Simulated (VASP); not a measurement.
Input of a VASP 6.6.1 run:

File INCAR:

```
SYSTEM = CuRh2
ALGO = Normal
EDIFF = 1E-7
ENCUT = 520
GGA = PE
ISIF = 2
ISMEAR = 0
LASPH = .True.
LCHARG = .False.
LREAL = .False.
LWAVE = .False.
NBANDS = 28
NELM = 80
PREC = Accurate
SIGMA = 0.1
```

File KPOINTS:

```
k-points
0
Gamma
  6 6 6
  0 0 0
```

Contents of POSCAR:

```
CuRh2
1.0
    0.0000000000      2.8428815874      2.8428815874
    2.8428815874      0.0000000000      2.8428815874
    2.8428815874      2.8428815874      0.0000000000
Cu Rh
1 2
Direct
    0.0000000000      0.0000000000      0.0000000000
    0.2500000000      0.2500000000      0.2500000000
    0.7500000000      0.7500000000      0.7500000000
```

Potentials or basis: VASP PAW PBE potentials, release 64 (Cu, Rh_pv).

Run with:

```sh
$ cat potpaw_PBE.64/Cu/POTCAR potpaw_PBE.64/Rh_pv/POTCAR > POTCAR
$ mpirun -np 1 vasp_std > vasp.out
```

Predict the pressure.

0.5 GPa.
